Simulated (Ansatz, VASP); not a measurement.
# ZrO2: VASP beside Ansatz

```
Zr O
1.0
     0.00000    2.44293    2.44293
     2.44293    0.00000    2.44293
     2.44293    2.44293    0.00000
Zr O
1 2
Cartesian
  0.0000 0.0000 0.0000
  1.2215 1.2215 1.2215
  3.6644 3.6644 3.6644
```

Change from the starting cell: hydrostatic strain -4.0%.

Alike in both runs: task single point; functional PBE; k mesh 8 × 8 × 8; occupations fermi-dirac, width 0.02 eV; no spin polarisation.

```csv
,VASP,Ansatz
version,VASP 6.6.1,Ansatz 0.2.0
potentials or method,"VASP PAW PBE potentials, release 64 (Zr_sv, O)","plane waves, PAW"
plane-wave cutoff (eV),600,420
valence electrons in the cell,24,24
```

```csv
,VASP,Ansatz,Ansatz less VASP
gap on the k mesh at the Fermi level (eV),3.68,3.69,+0.008
pressure (GPa),43.8,43.6,-0.25
```

Both programs put the cell under a high pressure, so it lies far from rest at this level. The functional is the same, so the differences come from potentials, cutoffs and numerics.
